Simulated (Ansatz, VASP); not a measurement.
**Two plane-wave programs on Cs2Ga**

```
Cs Ga
1.0
     6.64591    0.00000    0.00000
    -3.32295    5.75552    0.00000
     0.00000    0.00000    4.14534
Cs Ga
2 1
Direct
  0.33333 0.66667 0.50000
  0.66667 0.33333 0.50000
  0.00000 0.00000 0.00000
```

Alike in both runs: functional PBE; k mesh 12 × 12 × 12; occupations gaussian, width 0.1 eV; no spin polarisation.

Ansatz relaxed the structure, and its values are those at the end. VASP's run is a single point on that final structure, the one shown.

|  | VASP | Ansatz |
| --- | --- | --- |
| version | VASP 6.6.1 | Ansatz 0.2.0 |
| potentials or method | VASP PAW PBE potentials, release 64 (Cs_sv, Ga_d), cutoff 500 eV | scalar-relativistic, plane waves, PAW |
| valence electrons in the cell | 31 | 31 |

```tsv
	VASP	Ansatz	Ansatz less VASP
gap on the k mesh at the Fermi level (eV)	none	none	-
pressure (GPa)	0.0	0.0	-0.01
```

A gap of «none» marks a metal or a gap that the smearing closes.

Neither program's run includes spin-orbit coupling.
